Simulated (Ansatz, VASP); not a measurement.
## F in VASP and in Ansatz

Contents of INCAR:

```
  ALGO = Normal
  EDIFF = 1E-6
  ENCUT = 520
  GGA = PS
  ISIF = 2
  ISMEAR = -1
  LASPH = True
  LCHARG = False
  LREAL = False
  LWAVE = False
  NBANDS = 22
  NELM = 60
  PREC = Accurate
  SIGMA = 0.05
```

File KPOINTS:

```
k-points
0
Gamma
  9 9 4
```

Contents of POSCAR:

```
F
1.0
    2.9904154326     -1.7803105115      0.1722548513
    2.9904154326      1.7803105115      0.1722548513
   -1.2231336987      0.0000000000      6.6948962578
F
4
Direct
    0.9217777019      0.5857884117      0.0939778158
    0.4142115883      0.0782222981      0.4060221842
    0.0782222981      0.4142115883      0.9060221842
    0.5857884117      0.9217777019      0.5939778158
```

Input for Ansatz:

```yaml
crystal:
  lattice:
    - [2.9904154326, -1.7803105115, 0.1722548513]
    - [2.9904154326, 1.7803105115, 0.1722548513]
    - [-1.2231336987, 0.0, 6.6948962578]
  atoms:
    - { symbol: F, position: [0.9217777019, 0.5857884117, 0.0939778158] }
    - { symbol: F, position: [0.4142115883, 0.0782222981, 0.4060221842] }
    - { symbol: F, position: [0.0782222981, 0.4142115883, 0.9060221842] }
    - { symbol: F, position: [0.5857884117, 0.9217777019, 0.5939778158] }
hamiltonian:
  xc: pbesol
  pseudopotentials:
    kind: paw
    azcp:
      F: "pseudopotentials/F.paw.azcp"
basis:
  ecutwfc: 420
  fft_grid_basis: typed
kpoints:
  mp_grid: { grid: [9, 9, 4], shift: [0, 0, 0] }
magnetization:
  spin_polarized: false
scf:
  occupations: { method: fermi_dirac, width: 0.05 }
  lower_state_search: "off"
output:
  stress: true
```

Alike in both runs: task single point; functional PBEsol; k mesh 9 × 9 × 4; occupations fermi-dirac, width 0.05 eV; no spin polarisation.

|  | VASP | Ansatz |
| --- | --- | --- |
| version | VASP 6.6.1 | Ansatz 0.2.0 |
| potentials or method | VASP PAW PBE potentials, release 64 (F), cutoff 520 eV | plane waves (420 eV) with PAW, scalar-relativistic |
| valence electrons in the cell | 28 | 28 |

```tsv
	VASP	Ansatz	Ansatz less VASP
pressure (GPa)	0.4	0.0	-0.38
traceless stress, the component that is largest in VASP (GPa)	1.29	-0.03	-1.318
```

VASP's potentials were made for PBE, not for PBEsol, and Ansatz warns of the same on its side.
